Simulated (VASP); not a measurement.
# F (C2/c) in VASP: notebook

F is run at these levels: PBE; tasks: single point.

Program: VASP 6.6.1. These are calculated values, not measurements. Logs are shortened: lines on timing, memory, paths and dates and some standing lists are left out, and cuts for length are marked.

## Step 1: The cell of the first run

Symmetry: C2/c, No. 15, monoclinic system. The conventional cell has a = 5.500 Å, b = 3.280 Å, c = 7.280 Å, α = 90.00°, β = 102.17°, γ = 90.00°. Within 2.0 Å of F (site symmetry 1) lie 1 F at 1.49 Å.

## Step 2: Single point, PBE

File INCAR:

```
PREC = Accurate
ENCUT = 520
EDIFF = 1E-7
ISMEAR = 0
SIGMA = 0.02
LREAL = F
LASPH = T
NELM = 100
ALGO = Normal
ISIF = 2
LWAVE = F
LCHARG = F
GGA = PE
NBANDS = 22
```

File KPOINTS:

```
Automatic mesh
0
Gamma
  8 8 4
  0.5 0.5 0.5
```

File POSCAR:

```
F
1.0
    2.7500000000     -1.6400000000      0.0000000000
    2.7500000000      1.6400000000      0.0000000000
   -1.5347200000      0.0000000000      7.1163900000
F
4
Direct
    0.9680000000      0.6020000000      0.0997000000
    0.3980000000      0.0320000000      0.4003000000
    0.0320000000      0.3980000000      0.9003000000
    0.6020000000      0.9680000000      0.5997000000
```

Potentials or basis: VASP PAW PBE potentials, release 64 (F).

Launch:

```sh
$ cat potpaw_PBE.64/F/POTCAR > POTCAR
$ mpirun -np 1 vasp_std > vasp.out
```

OUTCAR:

```text
PREC = Accurate
   ENCUT = 520
   EDIFF = 1E-7
   ISMEAR = 0
   LREAL = F
   LASPH = T
   NELM = 100
   ISIF = 2
   GGA = PE

 ion  position               nearest neighbor table
   1  0.968  0.602  0.100-   3 1.49
   2  0.398  0.032  0.400-   4 1.49
   3  0.032  0.398  0.900-   1 1.49
   4  0.602  0.968  0.600-   2 1.49

  LATTYP: Found a base centered monoclinic cell.
 ALAT       =     5.5000000000
 B/A-ratio  =     0.5963636364
 C/A-ratio  =     1.3236360154
 COS(beta)  =    -0.2108132423

  Lattice vectors:

 A1 = (   2.7500000000,  -1.6400000000,   0.0000000000)
 A2 = (   2.7500000000,   1.6400000000,   0.0000000000)
 A3 = (  -1.5347200000,   0.0000000000,   7.1163900000)

Analysis of symmetry for initial positions (statically):
=====================================================================
 Subroutine PRICEL returns:
 Original cell was already a primitive cell.

 Routine SETGRP: Setting up the symmetry group for a
 base centered monoclinic supercell.

 Subroutine GETGRP returns: Found  4 space group operations
 (whereof  2 operations were pure point group operations)
 out of a pool of  4 trial point group operations.

The static configuration has the point symmetry S_2 .
 The point group associated with its full space group is C_2h.

Analysis of symmetry for dynamics (positions and initial velocities):
=====================================================================
 Subroutine PRICEL returns:
 Original cell was already a primitive cell.

 Routine SETGRP: Setting up the symmetry group for a
 base centered monoclinic supercell.

 Subroutine GETGRP returns: Found  4 space group operations
 (whereof  2 operations were pure point group operations)
 out of a pool of  4 trial point group operations.

The dynamic configuration has the point symmetry S_2 .
 The point group associated with its full space group is C_2h.

 Subroutine INISYM returns: Found  4 space group operations
 (whereof  2 operations are pure point group operations),
 and found     1 'primitive' translations

----------------------------------------------------------------------------------------

                                     Primitive cell

  volume of cell :      64.1898

  direct lattice vectors                    reciprocal lattice vectors
     2.750000000 -1.640000000  0.000000000     0.181818182 -0.304878049  0.039210892
[... 88 lines left out ...]
   ENCUT  =  520.0 eV  38.22 Ry    6.18 a.u.   5.95  5.95 13.54*2*pi/ulx,y,z
   NELM   =    100;   NELMIN=  2; NELMDL= -5     # of ELM steps
   EDIFF  = 0.1E-06   stopping-criterion for ELM
   LREAL  =      F    real-space projection
   EDIFFG = 0.1E-05   stopping-criterion for IOM
   NSW    =      0    number of steps for IOM
   IBRION =     -1    ionic relax: 0-MD 1-quasi-New 2-CG
   NFREE  =      0    steps in history (QN), initial steepest desc. (CG)
   ISIF   =      2    stress and relaxation
   ISYM   =      2    0-nonsym 1-usesym 2-fastsym
   POTIM  = 0.5000    time-step for ionic-motion
   TEBEG  =    0.0;   TEEND  =   0.0 temperature during run
   PSTRESS=    0.0 pullay stress
   NELECT =      28.0000    total number of electrons
   NUPDOWN=      -1.0000    fix difference up-down
   EMIN   =  10.00;   EMAX   =-10.00  energy-range for DOS
   EFERMI =   0.00;   METHOD = LEGACY
   ISMEAR =     0;   SIGMA  =   0.02  broadening in eV -4-tet -1-fermi 0-gaus
   EFERMI_NEDOS =   21; number of points for ismear=-14 and -15
   IALGO  =     38    algorithm
   IMIX   =      4    mixing-type and parameters
     AMIX     =   0.40;   BMIX     =  1.00
     AMIX_MAG =   1.60;   BMIX_MAG =  1.00
  volume/ion in A,a.u.               =      16.05       108.29
  Fermi-wavevector in a.u.,A,eV,Ry     =   1.241572  2.346232 20.973411  1.541502
  Thomas-Fermi vector in A             =   2.375964
   LORBIT       =      0    0 simple, 1 ext, 2 COOP (PROOUT), +10 PAW based schemes
   GGA     = PE    functional components
   LHFCALC =     F    Hartree Fock is set to
   AEXX    =    0.0000 exact exchange contribution
   IVDW    =     0    specifies the selected vdW correction
   LEPSILON=     F    determine dielectric tensor
   LRPA    =     F    only Hartree local field effects (RPA)
 non-spin polarized calculation
 Gauss-broadening in eV      SIGMA  =   0.02
  energy-cutoff  :      520.00
  volume of cell :       64.19
 maximum number of plane-waves:      1750
   NGX = 11   NGY = 11   NGZ = 27

 number of electron      28.0000004 magnetization

 Free energy of the ion-electron system (eV)
  ---------------------------------------------------
  ext. energy  EPLUGINS =         0.00000000
  ---------------------------------------------------
  free energy    TOTEN  =        -7.18246754 eV

  energy without entropy =       -7.18246754  energy(sigma->0) =       -7.18246754

 E-fermi :  -5.2256     XC(G=0):  -7.6629

 val. band max:       -5.4153880013   @ k =  -0.0625   0.0625   0.1250
 cond. band min:      -3.4407069496   @ k =  -0.0625  -0.0625   0.1250
 fundamental gap:      1.9746810517
 Fermi energy:        -5.2255540946

 k-point     1 :       0.0625    0.0625    0.1250
  band No.  band energies     occupation
      1     -29.2831      2.00000
      2     -29.1750      2.00000
      3     -24.3182      2.00000
      4     -24.0467      2.00000
      5     -11.4442      2.00000
      6     -10.7733      2.00000
[... 589 lines left out ...]
     21      11.2723      0.00000
     22      12.3542      0.00000

 [... further k-points ...]

------------------------ aborting loop because EDIFF is reached ----------------------------------------

  FORCE on cell =-STRESS in cart. coord.  units (eV):
  Direction    XX          YY          ZZ          XY          YZ          ZX
  --------------------------------------------------------------------------------------
  -------------------------------------------------------------------------------------
  Total        0.1080786     -0.3618906     -4.6000788      0.0000000      0.0000000     -0.2434545
  in kB        2.6976395     -9.0327847   -114.8178929      0.0000000      0.0000000     -6.0766206
  external PRESSURE =     -40.3843460 kB  Pullay stress =       0.0000000 kB

 VOLUME and BASIS-vectors are now :
 -----------------------------------------------------------------------------
  energy-cutoff  :      520.00
  volume of cell :       64.19
      direct lattice vectors                 reciprocal lattice vectors
     2.750000000 -1.640000000  0.000000000     0.181818182 -0.304878049  0.039210892
     2.750000000  1.640000000  0.000000000     0.181818182  0.304878049  0.039210892
    -1.534720000  0.000000000  7.116390000     0.000000000  0.000000000  0.140520685

 POSITION                                       TOTAL-FORCE (eV/Angst)
 -----------------------------------------------------------------------------------
      4.16449     -0.60024      0.70950        -0.114284     -0.500034     -1.583724
      0.56815     -0.60024      2.84869         0.114284     -0.500034      1.583724
     -0.19921      0.60024      6.40689         0.114284      0.500034      1.583724
      3.39713      0.60024      4.26770        -0.114284      0.500034     -1.583724
 -----------------------------------------------------------------------------------
    total drift:                                0.000000      0.000000      0.000000

  FREE ENERGIE OF THE ION-ELECTRON SYSTEM (eV)
  ---------------------------------------------------
  free  energy   TOTEN  =        -7.1824675405 eV

  energy  without entropy=       -7.1824675405  energy(sigma->0) =       -7.18246754
```

OSZICAR:

```text
N       E                     dE             d eps       ncg     rms          rms(c)
DAV:   1     0.180938069658E+03    0.18094E+03   -0.16097E+04  3184   0.119E+03
DAV:   2     0.117871683942E+00   -0.18082E+03   -0.17507E+03  4252   0.292E+02
DAV:   3    -0.868613360263E+01   -0.88040E+01   -0.87626E+01  3732   0.625E+01
DAV:   4    -0.874344359088E+01   -0.57310E-01   -0.57308E-01  3360   0.576E+00
DAV:   5    -0.874376737180E+01   -0.32378E-03   -0.32378E-03  3708   0.410E-01    0.111E+01
DAV:   6    -0.759128352110E+01    0.11525E+01   -0.37140E-01  3204   0.605E+00    0.627E+00
DAV:   7    -0.718402402624E+01    0.40726E+00   -0.52301E-01  3192   0.667E+00    0.601E-01
DAV:   8    -0.718221790826E+01    0.18061E-02   -0.59697E-02  3552   0.173E+00    0.103E-01
DAV:   9    -0.718237417808E+01   -0.15627E-03   -0.64555E-04  3408   0.194E-01    0.570E-02
DAV:  10    -0.718246528952E+01   -0.91111E-04   -0.89574E-05  3390   0.831E-02    0.162E-02
DAV:  11    -0.718246744937E+01   -0.21598E-05   -0.10052E-05  3396   0.292E-02    0.464E-03
DAV:  12    -0.718246745829E+01   -0.89194E-08   -0.10749E-06  3576   0.879E-03    0.188E-03
DAV:  13    -0.718246754051E+01   -0.82216E-07   -0.23348E-08  2232   0.158E-03
   1 F= -.71824675E+01 E0= -.71824675E+01  d E =-.135998E-42
```

stdout:

```text
POSCAR found type information on POSCAR F
 POSCAR found :  1 types and       4 ions
 scaLAPACK will be used
 LDA part: xc-table for (Slater+PW92), standard interpolation
 POSCAR, INCAR and KPOINTS ok, starting setup
 FFT: planning ... GRIDC
 FFT: planning ... GRID_SOFT
 FFT: planning ... GRID
 WAVECAR not read
 entering main loop
```

Wall time 35 s (1 thread of Intel Xeon Platinum 8488C (Sapphire Rapids), shared host); peak memory 0.2 GiB.

Results:

```
Free energy            : -7.1825 eV
Pressure               : -4.0 GPa
Largest force          : 1.665 eV/Å
Band gap on the k mesh : 1.97 eV (least direct gap 1.98 eV)
```

Forces on the atoms (eV/Å):
```
F   -0.114 -0.500 -1.584
F    0.114 -0.500  1.584
F    0.114  0.500  1.584
F   -0.114  0.500 -1.584
```

Caveat: the cell stands under tension; a shifted mesh leaves out Γ, where band edges can lie; forces of over 1 eV/Å act on the atoms, so gaps and moduli don't describe the material at rest. A hybrid or GW would open this gap; PBE tends to underestimate it.

## Step 3: Single point, PBE

File INCAR:

```
SYSTEM = F
PREC = Accurate ; ENCUT = 520
EDIFF = 1E-6 ; ISMEAR = -1
SIGMA = 0.99 ; LREAL = .False.
LASPH = .True. ; NELM = 60
ALGO = Normal ; ISIF = 2
LWAVE = .False. ; LCHARG = .False.
GGA = PE ; NBANDS = 22
```

File KPOINTS:

```
Automatic mesh
0
Gamma
  10 10 4
  0 0 0
```

POSCAR is that of step 2.

Potentials or basis: VASP PAW PBE potentials, release 64 (F).

Launch:

```sh
$ cat potpaw_PBE.64/F/POTCAR > POTCAR
$ mpirun -np 1 vasp_std > vasp.out
```

OUTCAR:

```text
SYSTEM = F
   PREC = Accurate
   ENCUT = 520
   EDIFF = 1E-6
   ISMEAR = -1
   LREAL = .False.
   LASPH = .True.
   NELM = 60
   ISIF = 2
   GGA = PE

 ion  position               nearest neighbor table
   1  0.968  0.602  0.100-   3 1.49
   2  0.398  0.032  0.400-   4 1.49
   3  0.032  0.398  0.900-   1 1.49
   4  0.602  0.968  0.600-   2 1.49

  LATTYP: Found a base centered monoclinic cell.
 ALAT       =     5.5000000000
 B/A-ratio  =     0.5963636364
 C/A-ratio  =     1.3236360154
 COS(beta)  =    -0.2108132423

  Lattice vectors:

 A1 = (   2.7500000000,  -1.6400000000,   0.0000000000)
 A2 = (   2.7500000000,   1.6400000000,   0.0000000000)
 A3 = (  -1.5347200000,   0.0000000000,   7.1163900000)

Analysis of symmetry for initial positions (statically):
=====================================================================
 Subroutine PRICEL returns:
 Original cell was already a primitive cell.

 Routine SETGRP: Setting up the symmetry group for a
 base centered monoclinic supercell.

[... 168 lines left out ...]

  energy without entropy =       -4.15420770  energy(sigma->0) =       -6.81916622

 E-fermi :  -3.6374     XC(G=0):  -7.6683

 val. band max:       -5.3911553323   @ k =   0.0000   0.0000   0.0000
 cond. band min:      -3.0680483337   @ k =   0.0000   0.0000   0.0000
 fundamental gap:      2.3231069986
 Fermi energy:        -3.6374195064

 k-point     1 :       0.0000    0.0000    0.0000
  band No.  band energies     occupation
      1     -29.0461      2.00000
      2     -28.9146      2.00000
      3     -24.2492      2.00000
      4     -23.9289      2.00000
      5     -11.1459      1.99898
      6     -10.3517      1.99773
[... 589 lines left out ...]
     21      11.7200      0.00000
     22      13.4508      0.00000

 [... further k-points ...]

------------------------ aborting loop because EDIFF is reached ----------------------------------------

  FORCE on cell =-STRESS in cart. coord.  units (eV):
  Direction    XX          YY          ZZ          XY          YZ          ZX
  --------------------------------------------------------------------------------------
  -------------------------------------------------------------------------------------
  Total        0.1748155      1.0014771      9.0917521      0.0000000      0.0000000      0.4823127
  in kB        4.3633915     24.9968515    226.9299868      0.0000000      0.0000000     12.0385166
  external PRESSURE =      85.4300766 kB  Pullay stress =       0.0000000 kB

 VOLUME and BASIS-vectors are now :
 -----------------------------------------------------------------------------
  energy-cutoff  :      520.00
  volume of cell :       64.19
      direct lattice vectors                 reciprocal lattice vectors
     2.750000000 -1.640000000  0.000000000     0.181818182 -0.304878049  0.039210892
     2.750000000  1.640000000  0.000000000     0.181818182  0.304878049  0.039210892
    -1.534720000  0.000000000  7.116390000     0.000000000  0.000000000  0.140520685

 POSITION                                       TOTAL-FORCE (eV/Angst)
 -----------------------------------------------------------------------------------
      4.16449     -0.60024      0.70950         0.167714      0.959856      3.098715
      0.56815     -0.60024      2.84869        -0.167714      0.959856     -3.098715
     -0.19921      0.60024      6.40689        -0.167714     -0.959856     -3.098715
      3.39713      0.60024      4.26770         0.167714     -0.959856      3.098715
 -----------------------------------------------------------------------------------
    total drift:                                0.000000      0.000000      0.000000

  FREE ENERGIE OF THE ION-ELECTRON SYSTEM (eV)
  ---------------------------------------------------
  free  energy   TOTEN  =        -9.4841247321 eV

  energy  without entropy=       -4.1542077037  energy(sigma->0) =       -6.81916622
```

stdout:

```text
POSCAR found type information on POSCAR F
 POSCAR found :  1 types and       4 ions
 scaLAPACK will be used
 LDA part: xc-table for (Slater+PW92), standard interpolation
 POSCAR, INCAR and KPOINTS ok, starting setup
 FFT: planning ... GRIDC
 FFT: planning ... GRID_SOFT
 FFT: planning ... GRID
 WAVECAR not read
 entering main loop
```

Wall time 50 s (1 thread of Intel Xeon Platinum 8488C (Sapphire Rapids), shared host); peak memory 0.24 GiB.

What came out:

```yaml
Free_energy: -9.4841 eV
Pressure: 8.5 GPa
Largest_force: 3.248 eV/Å
Band_gap_on_the_k_mesh: 2.32 eV
```

Forces in eV/Å, atoms in the order of the input:
```
F    0.168  0.960  3.099
F   -0.168  0.960 -3.099
F   -0.168 -0.960 -3.099
F    0.168 -0.960  3.099
```

Stress tensor (GPa, compression positive):
```
 0.44  0.00  1.20
 0.00  2.50  0.00
 1.20  0.00 22.69
```

Levels at points of the mesh, in eV from the valence-band top:
| k point | band 11 | band 12 | band 13 | band 14 | band 15 | band 16 | band 17 | band 18 |
| --- | --- | --- | --- | --- | --- | --- | --- | --- |
| (0.00, 0.00, 0.00) | -0.27 | -0.18 | -0.11 | 0.00 | 2.32 | 3.32 | 9.38 | 11.64 |
| (0.50, 0.00, 0.00) | -0.54 | -0.52 | -0.19 | -0.15 | 2.93 | 2.93 | 13.89 | 14.13 |
| (0.50, 0.50, 0.00) | -0.71 | -0.43 | -0.40 | -0.10 | 2.81 | 3.04 | 14.23 | 14.64 |
| (0.00, 0.00, 0.50) | -0.21 | -0.21 | -0.08 | -0.08 | 2.82 | 2.82 | 10.19 | 10.19 |
| (0.50, 0.00, 0.50) | -0.65 | -0.36 | -0.29 | 0.00 | 2.74 | 3.07 | 14.20 | 14.26 |
| (0.50, 0.50, 0.50) | -0.58 | -0.58 | -0.28 | -0.28 | 2.95 | 2.95 | 14.18 | 14.18 |

Caveat: the cell stands under pressure; forces of over 1 eV/Å act on the atoms, so gaps and moduli don't describe the material at rest. Expect the measured gap to be larger: semilocal functionals such as PBE lack the derivative discontinuity.
